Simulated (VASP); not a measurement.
Wanted: the native input for a VASP 6.6.1 run.

- Task: single point
- Functional: PBE
- Dispersion: D3(BJ)
- Potentials or basis: VASP PAW PBE potentials, release 64 (S, Pt)
- Cutoff: 520 eV
- k mesh: 9 × 9 × 1
- Occupations: gaussian, width 0.05 eV
- Spin: no spin polarisation
- Dipole correction: yes
- Further INCAR settings: ALGO = Normal; EDIFF = 1e-06; NBANDS = 31

The structure of PtS2 lies in POSCAR:

```
PtS2
1.0
    3.5414384854      0.0000000000      0.0000000000
   -1.7707192427      3.0669756943      0.0000000000
    0.0000000000      0.0000000000     22.4671585948
S Pt
4 2
Direct
    0.6666666667      0.3333333333      0.2002923503
    0.3333333333      0.6666666667      0.3103328216
    0.6666666667      1.3333333333      0.4151969888
    0.3333333333      1.6666666667      0.5252364662
    0.0000000000      0.0000000000      0.2560266183
    0.0000000000      1.0000000000      0.4695025201
```

One way to write it, as run:

INCAR

```
SYSTEM = PtS2
  PREC = Accurate
  ENCUT = 520
  EDIFF = 1E-6
  ISMEAR = 0
  SIGMA = 0.05
  LREAL = .FALSE.
  LASPH = .TRUE.
  NELM = 100
  ALGO = Normal
  ISIF = 2
  LWAVE = .FALSE.
  LCHARG = .FALSE.
  LDIPOL = .TRUE.
  IDIPOL = 3
  DIPOL = 0.5 0.5 0.363
  GGA = PE
  IVDW = 12
  NBANDS = 31
```

KPOINTS

```
regular mesh
0
G
  9 9 1
  0 0 0
```

Potentials or basis: VASP PAW PBE potentials, release 64 (S, Pt).

Run with:

```sh
$ cat potpaw_PBE.64/S/POTCAR potpaw_PBE.64/Pt/POTCAR > POTCAR
$ mpirun -np 1 vasp_std > vasp.out
```

It gave:

```json
{
 "Largest force": "0.041 eV/Å",
 "Band gap on the k mesh": "0.90 eV, indirect (least direct gap 1.21 eV)",
 "Dispersion energy per atom": "-0.357 eV"
}
```

Caveat: spin-orbit coupling is left out, which moves the levels of the heavy elements.

Wall time 2.9 min on 1 thread of Intel(R) Xeon(R) Platinum 8259CL CPU @ 2.50GHz (Skylake/Cascade Lake) (shared host), peak memory 0.38 GiB.
